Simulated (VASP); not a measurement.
Input of a VASP 6.6.1 run:

The input INCAR:

```
SYSTEM = C
PREC     = Accurate       ! precision mode
ENCUT    = 600            ! plane-wave cutoff, eV
EDIFF    = 1E-6           ! SCF threshold, eV
ISMEAR   = 1              ! smearing method
SIGMA    = 0.25           ! smearing width, eV
LREAL    = .False.        ! projectors in reciprocal space
LASPH    = .True.         ! aspherical terms in the spheres
NELM     = 120            ! most SCF steps
ALGO     = Normal         ! electronic algorithm
ISIF     = 2              ! what is computed and relaxed
LWAVE    = .False.        ! write WAVECAR
LCHARG   = .False.        ! write CHGCAR
GGA      = PS             ! functional
IVDW     = 12             ! dispersion correction
NBANDS   = 11             ! bands
GGA_COMPAT= .False.
```

Contents of KPOINTS:

```
regular mesh
0
Gamma
  11 11 3
  0 0 0
```

File POSCAR:

```
C
1.0
    2.4561700000      0.0000000000      0.0000000000
   -1.2280900000      2.1271100000      0.0000000000
    0.0000000000      0.0000000000      8.5238000000
C
2
Direct
    0.3333333333      0.6666666667      0.0000000000
    0.6666666667      0.3333333333      0.0000000000
```

Potentials or basis: VASP PAW PBE potentials, release 64 (C).

Run with:

```bash
$ cat potpaw_PBE.64/C/POTCAR > POTCAR
$ mpirun -np 1 vasp_std > vasp.out
```

Question: Estimate the dispersion energy per atom.

Answer: -0.051 eV.

Question: What does it give for the band gap on the k mesh?

Answer: 1.52 eV, direct.

Caveat: three body term missing.
